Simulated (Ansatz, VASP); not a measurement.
One calculation of BaTiO3, two programs

```
Ba Ti O
1.0
     4.02885    0.00000    0.00000
     0.00000    4.02885    0.00000
     0.00000    0.00000    4.02885
Ba Ti O
1 1 3
Cartesian
  2.0144 2.0144 2.0144
  0.0000 0.0000 0.0000
  2.0144 0.0000 0.0000
  0.0000 2.0144 0.0000
  0.0000 0.0000 2.0144
```

Alike in both runs: task single point; functional PBE; k mesh 8 × 8 × 8; occupations gaussian, width 0.05 eV; no spin polarisation; Hubbard terms Ti d U = 4.0 eV.

|  | VASP | Ansatz |
| --- | --- | --- |
| version | VASP 6.6.1 | Ansatz 0.2.0 |
| potentials or method | VASP PAW PBE potentials, release 64 (Ba_sv, Ti_sv, O), cutoff 520 eV | scalar-relativistic, plane waves, PAW |
| valence electrons in the cell | 40 | 40 |

Ansatz gave:

```
gap on the k mesh at the Fermi level (eV) : 2.21
least direct gap on the mesh (eV)         : 2.38
pressure (GPa)                            : 0.0
```

Question: What did VASP give for the same quantities?

Answer: gap on the k mesh at the Fermi level (eV): 2.17; least direct gap on the mesh (eV): 2.37; pressure (GPa): 3.5.

The programs project onto different local orbitals, so the same U acts differently, and such runs can settle in different states.

Spin-orbit coupling is off throughout.
